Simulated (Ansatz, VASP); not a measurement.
**Zn4SeO3 in VASP and in Ansatz**

```
Zn Se O
1.0
    -0.00076   -0.00305    5.60476
     6.94441    0.00445   -0.00094
    -3.46836    5.99756   -0.00280
Zn Se O
8 2 6
Direct
  0.44883 0.33364 0.66686
  0.35895 0.29443 0.14738
  0.35913 0.85300 0.70547
  0.35902 0.85279 0.14739
  0.94889 0.66622 0.33282
  0.85912 0.14708 0.29462
  0.85897 0.70553 0.85246
  0.85897 0.14697 0.85244
  0.51047 0.66629 0.33306
  0.01043 0.33391 0.66730
  0.50290 0.15997 0.32038
  0.50282 0.16007 0.83968
  0.50285 0.67976 0.83973
  0.00283 0.32031 0.16037
  0.00295 0.84000 0.67963
  0.00287 0.84003 0.16041
```

Change from the starting cell: cell x1, atoms moved at random (sigma 0.15 Å) and cell strained at random (1.5 %), then relaxed without symmetry.

Alike in both runs: functional PBE; k mesh 4 × 3 × 3; occupations gaussian, width 0.1 eV; no spin polarisation.

Ansatz relaxed the structure, and its values are those at the end. VASP's run is a single point on that final structure, the one shown.

```csv
,VASP,Ansatz
version,VASP 6.6.1,Ansatz 0.2.0
potentials or method,"VASP PAW PBE potentials, release 64 (Zn, Se, O), cutoff 520 eV","scalar-relativistic, plane waves, PAW"
valence electrons in the cell,144,164
```

|  | VASP | Ansatz | Ansatz less VASP |
| --- | --- | --- | --- |
| gap on the k mesh at the Fermi level (eV) | 0.58 | 0.59 | +0.010 |
| least direct gap on the mesh (eV) | 0.58 | 0.59 | +0.010 |
| pressure (GPa) | 0.6 | 0.0 | -0.56 |
| rms of the force components (eV/Å) | 0.013 | 0.002 | -0.0116 |

VASP's potentials hold 144 valence electrons a cell and Ansatz's 164, so a difference there can come from the potentials and not from the codes.
